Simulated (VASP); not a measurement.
# NiO (Fm-3m) in VASP: further runs

NiO is run at these levels: PBE; tasks: single point.

Program: VASP 6.6.1. These are calculated values, not measurements. Logs are shortened: lines on timing, memory, paths and dates and some standing lists are left out, and cuts for length are marked.

## 1. The cell of the first run

It takes space group Fm-3m (No. 225, cubic). Conventional cell: a = 4.159 Å, b = 4.159 Å, c = 4.159 Å, α = 90.00°, β = 90.00°, γ = 90.00°. Within 2.8 Å of Ni (site symmetry m-3m) lie 6 O at 2.08 Å. O (site symmetry m-3m) has 6 Ni at 2.08 Å within 2.8 Å.

## 2. Single point, PBE

INCAR reads:

```
PREC     = Accurate       # precision mode
ENCUT    = 520            # plane-wave cutoff, eV
EDIFF    = 1E-7           # SCF threshold, eV
ISMEAR   = 0              # smearing method
SIGMA    = 0.05           # smearing width, eV
LREAL    = F              # projectors in reciprocal space
LASPH    = T              # aspherical terms in the spheres
NELM     = 80             # most SCF steps
ALGO     = Normal         # electronic algorithm
ISIF     = 2              # what is computed and relaxed
LWAVE    = F              # write WAVECAR
LCHARG   = T              # write CHGCAR
GGA      = PE             # functional
LELF     = T              # ELF
LVHAR    = T            
NBANDS   = 15             # bands
```

KPOINTS reads:

```
Automatic mesh
0
Gamma
  14 14 14
```

POSCAR reads:

```
NiO
1.0
    1.4705186667      0.8490043481      2.4013337135
   -1.4705186667      0.8490043481      2.4013337135
    0.0000000000     -1.6980086962      2.4013337135
Ni O
1 1
Direct
    1.0000000000      0.0000000000      0.0000000000
    0.5000000000      0.5000000000      0.5000000000
```

Potentials or basis: VASP PAW PBE potentials, release 64 (Ni, O).

The run is started by

```console
> cat potpaw_PBE.64/Ni/POTCAR potpaw_PBE.64/O/POTCAR > POTCAR
> mpirun -np 1 vasp_std > vasp.out
```

OUTCAR:

```text
PREC = Accurate
   ENCUT = 520
   EDIFF = 1E-7
   ISMEAR = 0
   LREAL = F
   LASPH = T
   NELM = 80
   ISIF = 2
   GGA = PE

 ion  position               nearest neighbor table
   1  0.000  0.000  0.000-   2 2.08   2 2.08   2 2.08   2 2.08   2 2.08   2 2.08
   2  0.500  0.500  0.500-   1 2.08   1 2.08   1 2.08   1 2.08   1 2.08   1 2.08

  LATTYP: Found a face centered cubic cell.
 ALAT       =     4.1592396266

  Lattice vectors:

 A1 = (   1.4705186667,   0.8490043481,   2.4013337135)
 A2 = (  -1.4705186667,   0.8490043481,   2.4013337135)
 A3 = (   0.0000000000,  -1.6980086962,   2.4013337135)

Analysis of symmetry for initial positions (statically):
=====================================================================
 Subroutine PRICEL returns:
 Original cell was already a primitive cell.

 Routine SETGRP: Setting up the symmetry group for a
 face centered cubic supercell.

 Subroutine GETGRP returns: Found 48 space group operations
 (whereof 48 operations were pure point group operations)
 out of a pool of 48 trial point group operations.

The static configuration has the point symmetry O_h .

Analysis of symmetry for dynamics (positions and initial velocities):
=====================================================================
 Subroutine PRICEL returns:
 Original cell was already a primitive cell.

 Routine SETGRP: Setting up the symmetry group for a
 face centered cubic supercell.

 Subroutine GETGRP returns: Found 48 space group operations
 (whereof 48 operations were pure point group operations)
 out of a pool of 48 trial point group operations.

The dynamic configuration has the point symmetry O_h .

 Subroutine INISYM returns: Found 48 space group operations
 (whereof 48 operations are pure point group operations),
 and found     1 'primitive' translations

----------------------------------------------------------------------------------------

                                     Primitive cell

  volume of cell :      17.9881

  direct lattice vectors                    reciprocal lattice vectors
     1.470518667  0.849004348  2.401333714     0.340016085  0.196308378  0.138811749
    -1.470518667  0.849004348  2.401333714    -0.340016085  0.196308378  0.138811749
     0.000000000 -1.698008696  2.401333714     0.000000000 -0.392616756  0.138811749

  length of vectors
     2.941026545  2.941026545  2.941026545     0.416433211  0.416433211  0.416433211

  position of ions in fractional coordinates (direct lattice)
     0.000000000  0.000000000  0.000000000
     0.500000000  0.500000000  0.500000000

  ion indices of the primitive-cell ions
   primitive index   ion index
                 1           1
                 2           2

----------------------------------------------------------------------------------------

 KPOINTS: Automatic mesh

Automatic generation of k-mesh.
 Grid dimensions read from file:
 generate k-points for:   14   14   14

 Generating k-lattice:

  Cartesian coordinates                     Fractional coordinates (reciprocal lattice)
     0.024286863  0.014022027  0.009915125     0.071428571  0.000000000 -0.000000000
    -0.024286863  0.014022027  0.009915125     0.000000000  0.071428571 -0.000000000
     0.000000000 -0.028044054  0.009915125    -0.000000000 -0.000000000  0.071428571

  Length of vectors
     0.029745229  0.029745229  0.029745229

  Shift w.r.t. Gamma in fractional coordinates (k-lattice)
     0.000000000  0.000000000  0.000000000

 Subroutine IBZKPT returns following result:
 ===========================================

 Found    104 irreducible k-points:

 Following reciprocal coordinates:
            Coordinates               Weight
  0.000000  0.000000  0.000000      1.000000
  0.071429  0.000000  0.000000      8.000000
  0.142857  0.000000  0.000000      8.000000
  0.214286  0.000000 -0.000000      8.000000
  0.285714  0.000000  0.000000      8.000000
  0.357143  0.000000 -0.000000      8.000000
[... 16 lines left out ...]
  0.214286  0.142857  0.000000     24.000000
  0.285714  0.142857  0.000000     24.000000
 [... further k-points ...]
   k-points           NKPTS =    104   k-points in BZ     NKDIM =    104   number of bands    NBANDS=     15
   number of dos      NEDOS =    301   number of ions     NIONS =      2
   total plane-waves  NPLWV =  13824
   dimension x,y,z NGX =    24 NGY =   24 NGZ =   24
   dimension x,y,z NGXF=    48 NGYF=   48 NGZF=   48
   ions per type =               1   1
   NGX,Y,Z   is equivalent  to a cutoff of  13.57, 13.57, 13.57 a.u.
   NGXF,Y,Z  is equivalent  to a cutoff of  27.13, 27.13, 27.13 a.u.
 SYSTEM =  unknown system
   PREC   = accura    normal or accurate (medium, high low for compatibility)
   ISTART =      0    job   : 0-new  1-cont  2-samecut
   ICHARG =      2    charge: 1-file 2-atom 10-const
   ISPIN  =      1    spin polarized calculation?
   LNONCOLLINEAR =      F non collinear calculations
   LSORBIT =      F    spin-orbit coupling
   LASPH  =      T    aspherical Exc in radial PAW
   ENCUT  =  520.0 eV  38.22 Ry    6.18 a.u.   5.47  5.47  5.47*2*pi/ulx,y,z
   NELM   =     80;   NELMIN=  2; NELMDL= -5     # of ELM steps
   EDIFF  = 0.1E-06   stopping-criterion for ELM
   LREAL  =      F    real-space projection
   EDIFFG = 0.1E-05   stopping-criterion for IOM
   NSW    =      0    number of steps for IOM
   IBRION =     -1    ionic relax: 0-MD 1-quasi-New 2-CG
   NFREE  =      0    steps in history (QN), initial steepest desc. (CG)
   ISIF   =      2    stress and relaxation
   ISYM   =      2    0-nonsym 1-usesym 2-fastsym
   POTIM  = 0.5000    time-step for ionic-motion
   TEBEG  =    0.0;   TEEND  =   0.0 temperature during run
   PSTRESS=    0.0 pullay stress
   NELECT =      16.0000    total number of electrons
   NUPDOWN=      -1.0000    fix difference up-down
   EMIN   =  10.00;   EMAX   =-10.00  energy-range for DOS
   EFERMI =   0.00;   METHOD = LEGACY
   ISMEAR =     0;   SIGMA  =   0.05  broadening in eV -4-tet -1-fermi 0-gaus
   EFERMI_NEDOS =   21; number of points for ismear=-14 and -15
   IALGO  =     38    algorithm
   IMIX   =      4    mixing-type and parameters
     AMIX     =   0.40;   BMIX     =  1.00
     AMIX_MAG =   1.60;   BMIX_MAG =  1.00
  volume/ion in A,a.u.               =       8.99        60.69
  Fermi-wavevector in a.u.,A,eV,Ry     =   1.574418  2.975219 33.726019  2.478792
  Thomas-Fermi vector in A             =   2.675555
   LORBIT       =      0    0 simple, 1 ext, 2 COOP (PROOUT), +10 PAW based schemes
   GGA     = PE    functional components
   LHFCALC =     F    Hartree Fock is set to
   AEXX    =    0.0000 exact exchange contribution
   IVDW    =     0    specifies the selected vdW correction
   LEPSILON=     F    determine dielectric tensor
   LRPA    =     F    only Hartree local field effects (RPA)
 non-spin polarized calculation
 Gauss-broadening in eV      SIGMA  =   0.05
  energy-cutoff  :      520.00
  volume of cell :       17.99
 maximum number of plane-waves:       531
 NGX is ok and might be reduce to    24
   NGX = 11   NGY = 11   NGZ = 11

 number of electron      15.9999989 magnetization

 Free energy of the ion-electron system (eV)
  ---------------------------------------------------
  ext. energy  EPLUGINS =         0.00000000
  ---------------------------------------------------
  free energy    TOTEN  =       -11.38010112 eV

  energy without entropy =      -11.37694741  energy(sigma->0) =      -11.37852426

 E-fermi :   8.0178     XC(G=0): -12.7589

 val. band max:        8.0060396950   @ k =   0.2857   0.0714   0.0000
 cond. band min:       8.0178881344   @ k =  -0.3571   0.2857   0.1429
 fundamental gap:      0.0118484394
 Fermi energy:         8.0177965429

 k-point     1 :       0.0000    0.0000    0.0000
  band No.  band energies     occupation
      1     -12.5119      2.00000
      2       4.8954      2.00000
      3       4.8954      2.00000
      4       4.8954      2.00000
      5       6.1563      2.00000
      6       6.1563      2.00000
      7       6.1563      2.00000
      8       6.4890      2.00000
      9       6.4890      2.00000
     10       9.7616      0.00000
     11      25.9430      0.00000
     12      27.2533      0.00000
     13      27.2533      0.00000
     14      27.2534      0.00000
     15      30.8646      0.00000

 k-point     2 :       0.0714    0.0000    0.0000
  band No.  band energies     occupation
      1     -12.4532      2.00000
      2       4.4263      2.00000
      3       4.6239      2.00000
      4       4.6239      2.00000
      5       6.2138      2.00000
      6       6.2138      2.00000
      7       6.2880      2.00000
      8       6.7644      2.00000
      9       6.7644      2.00000
     10      10.1231      0.00000
     11      24.7083      0.00000
     12      27.0825      0.00000
     13      27.0826      0.00000
     14      27.9222      0.00000
     15      30.3686      0.00000

 k-point     3 :       0.1429    0.0000    0.0000
  band No.  band energies     occupation
      1     -12.2846      2.00000
      2       3.4545      2.00000
      3       4.1092      2.00000
      4       4.1092      2.00000
      5       6.3299      2.00000
      6       6.3300      2.00000
      7       6.4765      2.00000
      8       7.3379      2.00000
      9       7.3379      2.00000
     10      10.9766      0.00000
     11      22.9063      0.00000
     12      26.3983      0.00000
     13      26.3984      0.00000
     14      28.3822      0.00000
     15      29.9807      0.00000

 k-point     4 :       0.2143    0.0000   -0.0000
  band No.  band energies     occupation
      1     -12.0287      2.00000
      2       2.3719      2.00000
      3       3.5946      2.00000
      4       3.5946      2.00000
      5       6.4900      2.00000
      6       6.4900      2.00000
      7       6.6678      2.00000
      8       7.9535      1.93087
      9       7.9535      1.93086
     10      11.9710      0.00000
     11      21.2040      0.00000
     12      25.2790      0.00000
     13      25.2791      0.00000
     14      28.6482      0.00000
     15      30.2995      0.00000
[... 307 lines left out ...]
 k-point    22 :       0.1429    0.1429    0.0000
  band No.  band energies     occupation
      1     -12.2183      2.00000
      2       2.9255      2.00000
      3       4.3373      2.00000
      4       4.3373      2.00000
      5       5.9635      2.00000
      6       6.5632      2.00000
      7       6.7616      2.00000
      8       6.7616      2.00000
      9       7.4194      2.00000
     10      11.5213      0.00000
     11      23.3196      0.00000
     12      25.6566      0.00000
     13      25.7051      0.00000
     14      25.7051      0.00000
     15      31.4623      0.00000

 k-point    23 :       0.2143    0.1429    0.0000
  band No.  band energies     occupation
      1     -12.0385      2.00000
      2       2.3240      2.00000
      3       3.9496      2.00000
      4       4.0418      2.00000
      5       5.9728      2.00000
      6       6.6284      2.00000
      7       6.9091      2.00000
      8       7.0899      2.00000
      9       7.7463      2.00000
     10      12.3333      0.00000
     11      22.2614      0.00000
     12      23.9367      0.00000
     13      25.2093      0.00000
     14      26.1133      0.00000
     15      32.3088      0.00000

 k-point    24 :       0.2857    0.1429    0.0000
  band No.  band energies     occupation
      1     -11.7914      2.00000
      2       1.6821      2.00000
      3       3.3784      2.00000
      4       3.6308      2.00000
      5       6.1102      2.00000
      6       6.7760      2.00000
      7       7.0347      2.00000
      8       7.5376      2.00000
      9       8.2099      0.00000
     10      13.1967      0.00000
     11      20.7897      0.00000
     12      22.7348      0.00000
     13      24.5762      0.00000
     14      26.9422      0.00000
     15      32.5798      0.00000

 [... further k-points ...]
[... 5 lines left out ...]
  --------------------------------------------------------------------------------------
  -------------------------------------------------------------------------------------
  Total        0.0143706      0.0143706      0.0143705     -0.0000000      0.0000000     -0.0000000
  in kB        1.2799757      1.2799757      1.2799616     -0.0000000      0.0000000     -0.0000000
  external PRESSURE =       1.2799710 kB  Pullay stress =       0.0000000 kB

 VOLUME and BASIS-vectors are now :
 -----------------------------------------------------------------------------
  energy-cutoff  :      520.00
  volume of cell :       17.99
      direct lattice vectors                 reciprocal lattice vectors
     1.470518667  0.849004348  2.401333714     0.340016085  0.196308378  0.138811749
    -1.470518667  0.849004348  2.401333714    -0.340016085  0.196308378  0.138811749
     0.000000000 -1.698008696  2.401333714     0.000000000 -0.392616756  0.138811749

 POSITION                                       TOTAL-FORCE (eV/Angst)
 -----------------------------------------------------------------------------------
      0.00000      0.00000      0.00000         0.000000      0.000000      0.000000
      0.00000      0.00000      3.60200         0.000000     -0.000000     -0.000000
 -----------------------------------------------------------------------------------
    total drift:                               -0.000000      0.000000     -0.000000

  FREE ENERGIE OF THE ION-ELECTRON SYSTEM (eV)
  ---------------------------------------------------
  free  energy   TOTEN  =       -11.3801011214 eV

  energy  without entropy=      -11.3769474058  energy(sigma->0) =      -11.37852426
```

Wall time 26 s (1 thread of AMD EPYC 7R43 (Zen 3), shared host); peak memory 0.12 GiB.

What came out:

| Item | Value |
| --- | --- |
| Free energy | -11.3801 eV |
| Pressure | 0.1 GPa |
| Band gap on the k mesh | zero (band 8 reaches 9.36 eV, above the bottom of band 9 at 6.49 eV) |

Caveat: the run has no spin polarisation, though such a crystal can be magnetic; semilocal functionals often make such compounds metallic where correlation or magnetic order opens a gap, which also shifts bond lengths. Spin polarisation is off, so any magnetic state and its effect on volume and gap are missing.

## 3. Single point, PBE (volume scaled by 1.020)

INCAR reads:

```
SYSTEM = NiO
ALGO = Normal
EDIFF = 1E-7
ENCUT = 520
GGA = PE
ISIF = 2
ISMEAR = 0
LASPH = .True.
LCHARG = .False.
LREAL = .False.
LWAVE = .False.
NBANDS = 15
NELM = 100
PREC = Accurate
SIGMA = 0.05
```

KPOINTS reads:

```
k-points
0
Gamma
  14 14 14
  0 0 0
```

POSCAR reads:

```
NiO
1.0
    1.4802574848      0.8546270573      2.4172370492
   -1.4802574848      0.8546270573      2.4172370492
    0.0000000000     -1.7092541146      2.4172370492
Ni O
1 1
Direct
    1.0000000000      0.0000000000      0.0000000000
    0.5000000000      0.5000000000      0.5000000000
```

Potentials or basis: VASP PAW PBE potentials, release 64 (Ni, O).

The run is started by

```console
> cat potpaw_PBE.64/Ni/POTCAR potpaw_PBE.64/O/POTCAR > POTCAR
> mpirun -np 1 vasp_std > vasp.out
```

It took 27 s on 1 thread of AMD EPYC 7R43 (Zen 3), shared host; peak memory 0.12 GiB.

It converged, with:

```
Free energy            : -11.3764 eV
Pressure               : -3.8 GPa
Band gap on the k mesh : zero (band 8 reaches 9.03 eV, above the bottom of band 9 at 6.24 eV)
```

Levels at points of the mesh, in eV from the Fermi level:
| k point | band 6 | band 7 | band 8 | band 9 | band 10 | band 11 |
| --- | --- | --- | --- | --- | --- | --- |
| (0.00, 0.00, 0.00) | -1.79 | -1.79 | -1.48 | -1.48 | 1.65 | 17.87 |
| (0.50, 0.00, 0.00) | -0.98 | -0.62 | 1.31 | 1.31 | 5.70 | 10.04 |
| (0.50, 0.50, 0.00) | -1.09 | -0.72 | -0.72 | -0.59 | 6.43 | 10.55 |

Caveat: the run has no spin polarisation, though such a crystal can be magnetic; semilocal functionals often make such compounds metallic where correlation or magnetic order opens a gap, which also shifts bond lengths. Spin polarisation is off, so any magnetic state and its effect on volume and gap are missing.

## 4. Single point, PBE (volume scaled by 1.040)

INCAR reads:

```
SYSTEM = NiO
ALGO = Normal
EDIFF = 1E-6
ENCUT = 520
GGA = PE
ISIF = 2
ISMEAR = 0
LASPH = .True.
LCHARG = .True.
LELF = .True.
LREAL = .False.
LVHAR = .True.
LWAVE = .False.
NBANDS = 15
NELM = 60
PREC = Accurate
SIGMA = 0.05
```

KPOINTS is that of step 3.

POSCAR reads:

```
NiO
1.0
    1.4898698157      0.8601767392      2.4329338335
   -1.4898698157      0.8601767392      2.4329338335
    0.0000000000     -1.7203534783      2.4329338335
Ni O
1 1
Direct
    1.0000000000      0.0000000000      0.0000000000
    0.5000000000      0.5000000000      0.5000000000
```

The run is started by

```console
> cat potpaw_PBE.64/Ni/POTCAR potpaw_PBE.64/O/POTCAR > POTCAR
> mpirun -np 1 vasp_std > vasp.out
```

Wall time 29 s (1 thread of AMD EPYC 7R43 (Zen 3), shared host); peak memory 0.12 GiB.

Results (log left out):

```
Free energy            : -11.3643 eV
Pressure               : -7.2 GPa
Band gap on the k mesh : zero (band 8 reaches 8.71 eV, above the bottom of band 9 at 6.00 eV)
```

Levels at points of the mesh, in eV from the Fermi level:
```
           k point  band 4  band 5  band 6  band 7  band 8  band 9  band 10  band 11  band 12  band 13
(0.00, 0.00, 0.00)   -2.95   -1.73   -1.73   -1.73   -1.43   -1.43     1.55    17.82    18.96    18.96
(0.50, 0.00, 0.00)   -5.18   -0.95   -0.95   -0.60    1.28    1.28     5.67     9.87    14.10    14.10
(0.50, 0.50, 0.00)   -4.18   -2.65   -1.06   -0.70   -0.70   -0.59     6.33    10.44    12.42    16.48
```

Caveat: the run has no spin polarisation, though such a crystal can be magnetic; semilocal functionals often make such compounds metallic where correlation or magnetic order opens a gap, which also shifts bond lengths.

## 5. Summary

| cell | gap on the mesh (eV) | pressure (GPa) |
| --- | --- | --- |
| a = 2.941 Å, angles 60.0°, 2 atoms | none | 0.1 |
| a = 2.961 Å, angles 60.0°, 2 atoms | none | -3.8 |
| a = 2.980 Å, angles 60.0°, 2 atoms | none | -7.2 |

Alike in all rows: task single point; level PBE; potentials or basis VASP PAW PBE potentials, release 64 (Ni, O); no spin polarisation; k mesh 14 × 14 × 14; cutoff (eV) 520; smearing gaussian 0.05 eV.

Caveats: the run has no spin polarisation, though such a crystal can be magnetic; semilocal functionals often make such compounds metallic where correlation or magnetic order opens a gap, which also shifts bond lengths.

Absolute energies hang on the potentials; compare differences alone.
